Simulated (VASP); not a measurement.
Sn:

```xyz
1
Lattice="3.5443 0.0000 0.0000 -1.7722 3.0695 0.0000 0.0000 0.0000 3.3117" Properties=species:S:1:pos:R:3 pbc="T T T"
Sn    0.0000    0.0000    0.0000
```

This isn't the form of Sn at room conditions, which is tetragonal (white tin).

* Program: VASP 6.6.1
* Task: relaxation of cell and atoms
* Functional: PBEsol
* Potentials or basis: VASP PAW PBE potentials, release 64 (Sn_d)
* Cutoff: 500 eV
* k mesh: 6 × 6 × 6
* Occupations: gaussian, width 0.1 eV
* Spin: no spin polarisation

At the start: pressure -8.3 GPa; volume 36.03 Å³/atom.

Task: How do energy, volume and symmetry change on relaxing?

Result: Over 8 steps the energy falls by 328.5 meV/atom and the volume is 27.23 Å³/atom (-24.4 %); space group P6/mmm (No. 191, to 0.1 Å) before and after.

The path:
```tsv
step	energy change (eV)	largest force (eV/Å)	pressure (GPa)	volume (Å³)
1	0.0000	0.0000	-8.32	36.03
2	-0.3251	0.0000	0.54	27.09
3	-0.3264	0.0000	-0.31	27.47
4	-0.3263	0.0000	-0.65	27.63
5	-0.3279	0.0000	-0.27	27.33
6	-0.3282	0.0000	-0.41	27.42
7	-0.3285	0.0000	0.21	27.14
8	-0.3285	0.0000	0.00	27.23
```

Final structure:
```xyz
1
Lattice="3.1776 0.0000 0.0000 -1.5888 2.7519 0.0000 0.0000 0.0000 3.1137" Properties=species:S:1:pos:R:3 pbc="T T T"
Sn    0.0000    0.0000    0.0000
```

Caveat: the volume moved by over 15 % at a fixed basis, so the end points are rough; the PAW data sets were made with another functional, which shifts forces and pressure a little.
